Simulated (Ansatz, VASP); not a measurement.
# Two plane-wave programs on Sb

```xyz
1
Lattice="-1.8977 1.8977 1.8977 1.8977 -1.8977 1.8977 1.8977 1.8977 -1.8977" Properties=species:S:1:pos:R:3 pbc="T T T"
Sb    0.0000    0.0000    0.0000
```

Alike in both runs: functional PBE; k mesh 10 × 10 × 10; occupations gaussian, width 0.1 eV; no spin polarisation.

Ansatz relaxed the structure, and its values are those at the end. VASP's run is a single point on that final structure, the one shown.

|  | VASP | Ansatz |
| --- | --- | --- |
| version | VASP 6.6.1 | Ansatz 0.2.0 |
| potentials or method | VASP PAW PBE potentials, release 64 (Sb), cutoff 500 eV | scalar-relativistic, plane waves, PAW |
| valence electrons in the cell | 5 | 15 |

```tsv
	VASP	Ansatz	Ansatz less VASP
gap on the k mesh at the Fermi level (eV)	none	none	-
pressure (GPa)	0.2	0.4	+0.13
```

A gap of «none» marks a metal or a gap that the smearing closes. The functional is the same, so the differences come from potentials, cutoffs and numerics. VASP's potentials hold 5 valence electrons a cell and Ansatz's 15, so a difference there can come from the potentials and not from the codes.

Neither program's run includes spin-orbit coupling.
